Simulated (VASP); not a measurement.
Write the native input for VASP 6.6.1 that does the following.

- Task: single point
- Functional: PBE
- Potentials or basis: VASP PAW PBE potentials, release 64 (La, Te)
- Cutoff: 520 eV
- k mesh: 8 × 8 × 8
- Occupations: gaussian, width 0.1 eV
- Spin: no spin polarisation
- Dipole correction: no
- Further INCAR settings: ALGO = Normal; EDIFF = 1e-07; NBANDS = 26

The structure of LaTe4 lies in POSCAR:

```
LaTe4
1.0
   -3.6529370807      3.6529370807      3.6529370807
    3.6529370807     -3.6529370807      3.6529370807
    3.6529370807      3.6529370807     -3.6529370807
La Te
1 4
Direct
    0.0000000000      0.0000000000      0.0000000000
    0.5000000000      0.5000000000      0.5000000000
    0.0000000000      0.0000000000      0.5000000000
    0.0000000000      0.5000000000      0.0000000000
    0.5000000000      0.0000000000      0.0000000000
```

One way to write it, as run:

INCAR

```
PREC     = Accurate       # precision mode
ENCUT    = 520            # plane-wave cutoff, eV
EDIFF    = 1E-7           # SCF threshold, eV
ISMEAR   = 0              # smearing method
SIGMA    = 0.1            # smearing width, eV
LREAL    = F              # projectors in reciprocal space
LASPH    = T              # aspherical terms in the spheres
NELM     = 80             # most SCF steps
ALGO     = Normal         # electronic algorithm
ISIF     = 2              # what is computed and relaxed
LWAVE    = F              # write WAVECAR
LCHARG   = F              # write CHGCAR
GGA      = PE             # functional
NBANDS   = 26             # bands
```

KPOINTS

```
regular mesh
0
Gamma
  8 8 8
```

Potentials or basis: VASP PAW PBE potentials, release 64 (La, Te).

The run is started by

```bash
$ cat potpaw_PBE.64/La/POTCAR potpaw_PBE.64/Te/POTCAR > POTCAR
$ mpirun -np 1 vasp_std > vasp.out
```

It gave:

```yaml
Pressure: 0.0 GPa
```

Run time: 5.4 min on 1 thread of Oxide Virtual Turin-like Processor, with other jobs on the host, peak memory 0.38 GiB.
